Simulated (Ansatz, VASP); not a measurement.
Two plane-wave programs on GaAs

```
Ga As
1.0
     0.00000    2.80169    2.80169
     2.80169    0.00000    2.80169
     2.80169    2.80169    0.00000
Ga As
1 1
Direct
  0.00000 0.00000 0.00000
  0.75000 0.75000 0.75000
```

Alike in both runs: functional LDA; k mesh 12 × 12 × 12; occupations gaussian, width 0.1 eV; no spin polarisation.

Ansatz relaxed the structure, and its values are those at the end. VASP's run is a single point on that final structure, the one shown.

```csv
,VASP,Ansatz
version,VASP 6.6.1,Ansatz 0.2.0
potentials or method,"VASP PAW LDA potentials, release 64 (Ga_d, As), cutoff 520 eV","scalar-relativistic, plane waves, PAW"
valence electrons in the cell,18,28
```

VASP gave:

| Item | Value |
| --- | --- |
| gap on the k mesh at the Fermi level (eV) | 0.54 |
| least direct gap on the mesh (eV) | 0.54 |
| pressure (GPa) | 0.3 |

**Question.** Estimate Ansatz's values.

**Answer.** gap on the k mesh at the Fermi level (eV): 0.49; least direct gap on the mesh (eV): 0.49; pressure (GPa): 0.0.

LDA's correlation is that of Perdew and Zunger in VASP and of Perdew and Wang (1992) in Ansatz. VASP's potentials hold 18 valence electrons a cell and Ansatz's 28, so a difference there can come from the potentials and not from the codes.
